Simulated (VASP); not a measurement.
# Ag (P6_3/mmc) in VASP: further runs

The runs below take Ag through single point, with PBEsol.

Program: VASP 6.6.1. These are calculated values, not measurements. Logs are shortened: lines on timing, memory, paths and dates and some standing lists are left out, and cuts for length are marked.

## (1) The cell of the first run

It takes space group P6_3/mmc (No. 194, hexagonal). The conventional cell has a = 3.156 Å, b = 3.156 Å, c = 4.128 Å, α = 90.00°, β = 90.00°, γ = 120.00°. Ag (site symmetry -6m2) has 12 Ag at 2.75 to 3.16 Å within 3.6 Å.

This isn't the form of Ag at room conditions, which is fcc.

## (2) Single point, PBEsol

Contents of INCAR:

```
SYSTEM = Ag
  ALGO = Fast
  EDIFF = 1E-6
  ENCUT = 520
  GGA = PS
  ISIF = 2
  ISMEAR = 0
  LASPH = .TRUE.
  LCHARG = .TRUE.
  LELF = .TRUE.
  LREAL = .FALSE.
  LVHAR = .TRUE.
  LWAVE = .FALSE.
  NBANDS = 18
  NELM = 80
  PREC = Accurate
  SIGMA = 0.15
```

Contents of KPOINTS:

```
k-points
0
G
  24 24 12
  0 0 0
```

Contents of POSCAR:

```
Ag
1.0
    3.1562447531      0.0000000000      0.0000000000
   -1.5781223765      2.7333881367      0.0000000000
    0.0000000000      0.0000000000      4.1278968661
Ag
2
Direct
    0.3333333333      0.6666666667      0.2500000000
    0.6666666667      0.3333333333      0.7500000000
```

Potentials or basis: VASP PAW PBE potentials, release 64 (Ag).

Launch:

```console
> cat potpaw_PBE.64/Ag/POTCAR > POTCAR
> mpirun -np 1 vasp_std > vasp.out
```

OUTCAR:

```text
SYSTEM = Ag
   EDIFF = 1E-6
   ENCUT = 520
   GGA = PS
   ISIF = 2
   ISMEAR = 0
   LASPH = .TRUE.
   LREAL = .FALSE.
   NELM = 80
   PREC = Accurate

 ion  position               nearest neighbor table
   1  0.333  0.667  0.250-   2 2.75   2 2.75   2 2.75   2 2.75   2 2.75   2 2.75
   2  0.667  0.333  0.750-   1 2.75   1 2.75   1 2.75   1 2.75   1 2.75   1 2.75

  LATTYP: Found a hexagonal cell.
 ALAT       =     3.1562447531
 C/A-ratio  =     1.3078506862

  Lattice vectors:

 A1 = (   3.1562447531,   0.0000000000,   0.0000000000)
 A2 = (  -1.5781223765,   2.7333881367,   0.0000000000)
 A3 = (   0.0000000000,   0.0000000000,   4.1278968661)

Analysis of symmetry for initial positions (statically):
=====================================================================
 Subroutine PRICEL returns:
 Original cell was already a primitive cell.

 Routine SETGRP: Setting up the symmetry group for a
 hexagonal supercell.

 Subroutine GETGRP returns: Found 24 space group operations
 (whereof 12 operations were pure point group operations)
 out of a pool of 24 trial point group operations.

The static configuration has the point symmetry D_3d.
 The point group associated with its full space group is D_6h.

Analysis of symmetry for dynamics (positions and initial velocities):
=====================================================================
 Subroutine PRICEL returns:
 Original cell was already a primitive cell.

 Routine SETGRP: Setting up the symmetry group for a
 hexagonal supercell.

 Subroutine GETGRP returns: Found 24 space group operations
 (whereof 12 operations were pure point group operations)
 out of a pool of 24 trial point group operations.

The dynamic configuration has the point symmetry D_3d.
 The point group associated with its full space group is D_6h.

 Subroutine INISYM returns: Found 24 space group operations
 (whereof 12 operations are pure point group operations),
 and found     1 'primitive' translations

----------------------------------------------------------------------------------------

                                     Primitive cell

  volume of cell :      35.6124

  direct lattice vectors                    reciprocal lattice vectors
     3.156244753  0.000000000  0.000000000     0.316832210  0.182923162  0.000000000
    -1.578122377  2.733388137  0.000000000     0.000000000  0.365846323  0.000000000
     0.000000000  0.000000000  4.127896866     0.000000000  0.000000000  0.242254114

  length of vectors
     3.156244753  3.156244753  4.127896866     0.365846323  0.365846323  0.242254114

  position of ions in fractional coordinates (direct lattice)
     0.333333333  0.666666667  0.250000000
     0.666666667  0.333333333  0.750000000

  ion indices of the primitive-cell ions
   primitive index   ion index
                 1           1
                 2           2

----------------------------------------------------------------------------------------

 KPOINTS: k-points

Automatic generation of k-mesh.
 Grid dimensions read from file:
 generate k-points for:   24   24   12

 Generating k-lattice:

  Cartesian coordinates                     Fractional coordinates (reciprocal lattice)
     0.013201342  0.007621798  0.000000000     0.041666667  0.000000000  0.000000000
     0.000000000  0.015243597  0.000000000     0.000000000  0.041666667  0.000000000
     0.000000000  0.000000000  0.020187843     0.000000000  0.000000000  0.083333333

  Length of vectors
     0.015243597  0.015243597  0.020187843

  Shift w.r.t. Gamma in fractional coordinates (k-lattice)
     0.000000000  0.000000000  0.000000000

 Subroutine IBZKPT returns following result:
 ===========================================

 Found    427 irreducible k-points:

 Following reciprocal coordinates:
            Coordinates               Weight
  0.000000  0.000000  0.000000      1.000000
  0.041667  0.000000  0.000000      6.000000
  0.083333  0.000000  0.000000      6.000000
  0.125000  0.000000  0.000000      6.000000
  0.166667  0.000000  0.000000      6.000000
  0.208333  0.000000  0.000000      6.000000
[... 16 lines left out ...]
  0.416667  0.041667  0.000000     12.000000
  0.458333  0.041667  0.000000     12.000000
 [... further k-points ...]
   k-points           NKPTS =    427   k-points in BZ     NKDIM =    427   number of bands    NBANDS=     18
   number of dos      NEDOS =    301   number of ions     NIONS =      2
   total plane-waves  NPLWV =  18432
   dimension x,y,z NGX =    24 NGY =   24 NGZ =   32
   dimension x,y,z NGXF=    48 NGYF=   48 NGZF=   64
   ions per type =               2
   NGX,Y,Z   is equivalent  to a cutoff of  12.64, 12.64, 12.89 a.u.
   NGXF,Y,Z  is equivalent  to a cutoff of  25.28, 25.28, 25.78 a.u.
 SYSTEM =  Ag
   PREC   = accura    normal or accurate (medium, high low for compatibility)
   ISTART =      0    job   : 0-new  1-cont  2-samecut
   ICHARG =      2    charge: 1-file 2-atom 10-const
   ISPIN  =      1    spin polarized calculation?
   LNONCOLLINEAR =      F non collinear calculations
   LSORBIT =      F    spin-orbit coupling
   LASPH  =      T    aspherical Exc in radial PAW
   ENCUT  =  520.0 eV  38.22 Ry    6.18 a.u.   5.87  5.87  7.68*2*pi/ulx,y,z
   NELM   =     80;   NELMIN=  2; NELMDL= -5     # of ELM steps
   EDIFF  = 0.1E-05   stopping-criterion for ELM
   LREAL  =      F    real-space projection
   EDIFFG = 0.1E-04   stopping-criterion for IOM
   NSW    =      0    number of steps for IOM
   IBRION =     -1    ionic relax: 0-MD 1-quasi-New 2-CG
   NFREE  =      0    steps in history (QN), initial steepest desc. (CG)
   ISIF   =      2    stress and relaxation
   ISYM   =      2    0-nonsym 1-usesym 2-fastsym
   POTIM  = 0.5000    time-step for ionic-motion
   TEBEG  =    0.0;   TEEND  =   0.0 temperature during run
   PSTRESS=    0.0 pullay stress
   NELECT =      22.0000    total number of electrons
   NUPDOWN=      -1.0000    fix difference up-down
   EMIN   =  10.00;   EMAX   =-10.00  energy-range for DOS
   EFERMI =   0.00;   METHOD = LEGACY
   ISMEAR =     0;   SIGMA  =   0.15  broadening in eV -4-tet -1-fermi 0-gaus
   EFERMI_NEDOS =   21; number of points for ismear=-14 and -15
   IALGO  =     68    algorithm
   IMIX   =      4    mixing-type and parameters
     AMIX     =   0.40;   BMIX     =  1.00
     AMIX_MAG =   1.60;   BMIX_MAG =  1.00
  volume/ion in A,a.u.               =      17.81       120.16
  Fermi-wavevector in a.u.,A,eV,Ry     =   1.394276  2.634800 26.449806  1.944006
  Thomas-Fermi vector in A             =   2.517841
   LORBIT       =      0    0 simple, 1 ext, 2 COOP (PROOUT), +10 PAW based schemes
   GGA     = PS    functional components
   LHFCALC =     F    Hartree Fock is set to
   AEXX    =    0.0000 exact exchange contribution
   IVDW    =     0    specifies the selected vdW correction
   LEPSILON=     F    determine dielectric tensor
   LRPA    =     F    only Hartree local field effects (RPA)
 non-spin polarized calculation
 RMM-DIIS sequential band-by-band and
 Gauss-broadening in eV      SIGMA  =   0.15
  energy-cutoff  :      520.00
  volume of cell :       35.61
 maximum number of plane-waves:       974
 NGX is ok and might be reduce to    24

 number of electron      21.9999998 magnetization

 Free energy of the ion-electron system (eV)
  ---------------------------------------------------
  ext. energy  EPLUGINS =         0.00000000
  ---------------------------------------------------
  free energy    TOTEN  =        -6.31206574 eV

  energy without entropy =       -6.30587165  energy(sigma->0) =       -6.30896869

 E-fermi :   7.6886     XC(G=0): -12.1259

 val. band max:        7.6841727851   @ k =   0.2917   0.2917   0.0833
 cond. band min:       7.7000302522   @ k =   0.3750   0.2083   0.0000
 fundamental gap:      0.0158574672
 Fermi energy:         7.6886356072

 k-point     1 :       0.0000    0.0000    0.0000
  band No.  band energies     occupation
      1       0.1293      2.00000
      2       1.4643      2.00000
      3       2.9351      2.00000
      4       2.9351      2.00000
      5       3.0491      2.00000
      6       3.0491      2.00000
[... 10 lines left out ...]
     17      24.5081      0.00000
     18      24.7373      0.00000

 k-point     2 :       0.0417    0.0000    0.0000
  band No.  band energies     occupation
      1       0.1683      2.00000
      2       1.4789      2.00000
      3       2.9213      2.00000
      4       2.9249      2.00000
      5       3.0202      2.00000
      6       3.0673      2.00000
[... 10 lines left out ...]
     17      24.6392      0.00000
     18      25.0929      0.00000

 k-point     3 :       0.0833    0.0000    0.0000
  band No.  band energies     occupation
      1       0.2838      2.00000
      2       1.5202      2.00000
      3       2.8816      2.00000
      4       2.8930      2.00000
      5       2.9447      2.00000
      6       3.1211      2.00000
[... 10 lines left out ...]
     17      24.9030      0.00000
     18      25.9336      0.00000

 k-point     4 :       0.1250    0.0000    0.0000
  band No.  band energies     occupation
      1       0.4709      2.00000
      2       1.5808      2.00000
      3       2.8214      2.00000
      4       2.8362      2.00000
      5       2.8463      2.00000
      6       3.2076      2.00000
[... 375 lines left out ...]
      4       2.3943      2.00000
      5       3.3093      2.00000
      6       3.7599      2.00000
[... 10 lines left out ...]
     17      20.3843      0.00000
     18      22.1315      0.00000

 k-point    23 :       0.4167    0.0417    0.0000
  band No.  band energies     occupation
      1       1.5574      2.00000
      2       1.8582      2.00000
      3       1.9647      2.00000
      4       2.3601      2.00000
      5       3.4870      2.00000
      6       3.7447      2.00000
[... 10 lines left out ...]
     17      19.6560      0.00000
     18      22.1471      0.00000

 k-point    24 :       0.4583    0.0417    0.0000
  band No.  band energies     occupation
      1       1.5368      2.00000
      2       1.8643      2.00000
      3       1.9283      2.00000
      4       2.3427      2.00000
      5       3.5853      2.00000
      6       3.7377      2.00000
[... 10 lines left out ...]
     17      19.1740      0.00000
     18      22.1556      0.00000

 [... further k-points ...]

------------------------ aborting loop because EDIFF is reached ----------------------------------------

  FORCE on cell =-STRESS in cart. coord.  units (eV):
  Direction    XX          YY          ZZ          XY          YZ          ZX
  --------------------------------------------------------------------------------------
  -------------------------------------------------------------------------------------
  Total       -1.3701422     -1.3701422      1.5004924     -0.0000000      0.0000000      0.0000000
  in kB      -61.6418127    -61.6418127     67.5061860     -0.0000000      0.0000000      0.0000000
  external PRESSURE =     -18.5924798 kB  Pullay stress =       0.0000000 kB

 VOLUME and BASIS-vectors are now :
 -----------------------------------------------------------------------------
  energy-cutoff  :      520.00
  volume of cell :       35.61
      direct lattice vectors                 reciprocal lattice vectors
     3.156244753  0.000000000  0.000000000     0.316832210  0.182923162  0.000000000
    -1.578122377  2.733388137  0.000000000     0.000000000  0.365846323  0.000000000
     0.000000000  0.000000000  4.127896866     0.000000000  0.000000000  0.242254114

 POSITION                                       TOTAL-FORCE (eV/Angst)
 -----------------------------------------------------------------------------------
     -0.00000      1.82226      1.03197        -0.000000      0.000000      0.000000
      1.57812      0.91113      3.09592         0.000000      0.000000      0.000000
 -----------------------------------------------------------------------------------
    total drift:                               -0.000000      0.000000     -0.000000

  FREE ENERGIE OF THE ION-ELECTRON SYSTEM (eV)
  ---------------------------------------------------
  free  energy   TOTEN  =        -6.3120657382 eV

  energy  without entropy=       -6.3058716515  energy(sigma->0) =       -6.30896869
```

Wall time 5 min (1 thread of Intel Xeon 8259CL, shared host); peak memory 0.33 GiB.

What came out:

| Item | Value |
| --- | --- |
| Free energy | -6.3121 eV |
| Pressure | -1.9 GPa |
| Band gap on the k mesh | zero (bands 11 and 12 overlap by 6.22 eV) |

Stress tensor (GPa, compression positive):
```
-6.16  0.00  0.00
 0.00 -6.16  0.00
 0.00  0.00  6.75
```

Levels at points of the mesh, in eV from the Fermi level:
| k point | band 7 | band 8 | band 9 | band 10 | band 11 | band 12 | band 13 | band 14 | band 15 | band 16 |
| --- | --- | --- | --- | --- | --- | --- | --- | --- | --- | --- |
| (0.00, 0.00, 0.00) | -4.22 | -4.22 | -3.79 | -2.99 | -2.99 | 1.65 | 6.52 | 13.85 | 14.37 | 14.37 |
| (0.50, 0.00, 0.00) | -3.62 | -3.53 | -3.12 | -2.53 | -0.68 | 0.36 | 7.92 | 8.23 | 8.46 | 10.94 |
| (0.00, 0.00, 0.50) | -3.85 | -3.85 | -3.16 | -3.16 | -3.16 | -3.16 | 13.98 | 13.98 | 15.85 | 15.85 |
| (0.50, 0.00, 0.50) | -3.28 | -3.28 | -3.20 | -3.20 | 0.53 | 0.53 | 4.06 | 4.06 | 11.91 | 11.91 |

Caveat: the stress differs along the axes, from -6 to 7 GPa; the PAW data sets were made with another functional, which shifts forces and pressure a little.

## (3) Single point, PBEsol

This run uses another cell than the first one, of the same volume but with other edges.

Contents of INCAR:

```
SYSTEM = Ag
PREC = Accurate ; ENCUT = 520
EDIFF = 1E-6 ; ISMEAR = 0
SIGMA = 0.15 ; LREAL = .FALSE.
LASPH = .TRUE. ; NELM = 100
ALGO = Fast ; ISIF = 2
LWAVE = .FALSE. ; LCHARG = .FALSE.
GGA = PS ; NBANDS = 18
```

Contents of KPOINTS:

```
regular mesh
0
G
  24 24 12
  0 0 0
```

Contents of POSCAR:

```
Ag
1.0
    2.6846409995      0.0000000000      0.0000000000
   -1.3423204997      2.3249673056      0.0000000000
    0.0000000000      0.0000000000      5.7055530567
Ag
2
Direct
    0.3333333333      0.6666666667      0.2500000000
    0.6666666667      0.3333333333      0.7500000000
```

Potentials or basis: VASP PAW PBE potentials, release 64 (Ag).

Launch:

```console
> cat potpaw_PBE.64/Ag/POTCAR > POTCAR
> mpirun -np 1 vasp_std > vasp.out
```

It took 5.2 min on 1 thread of Intel Xeon 8259CL, shared host; peak memory 0.33 GiB.

Results (log left out):

| Item | Value |
| --- | --- |
| Free energy | -6.1098 eV |
| Pressure | 2.9 GPa |
| Band gap on the k mesh | zero (bands 11 and 12 overlap by 8.55 eV) |

Stress tensor (GPa, compression positive):
```
 11.47   0.00   0.00
  0.00  11.47   0.00
  0.00   0.00 -14.16
```

Levels at points of the mesh, in eV from the Fermi level:
```tsv
k point	band 7	band 8	band 9	band 10	band 11	band 12	band 13	band 14	band 15	band 16
(0.00, 0.00, 0.00)	-4.75	-3.31	-3.31	-3.03	-3.03	-1.71	0.23	11.20	17.36	18.03
(0.50, 0.00, 0.00)	-3.41	-3.27	-2.35	-2.33	0.77	2.23	5.98	6.28	8.19	9.08
(0.00, 0.00, 0.50)	-4.79	-4.79	-3.16	-3.16	-3.16	-3.16	5.81	5.81	17.75	17.75
(0.50, 0.00, 0.50)	-3.32	-3.32	-2.34	-2.34	1.15	1.15	5.31	5.31	10.75	10.75
```

Caveat: the stress differs along the axes, from -14 to 11 GPa; the PAW data sets were made with another functional, which shifts forces and pressure a little.
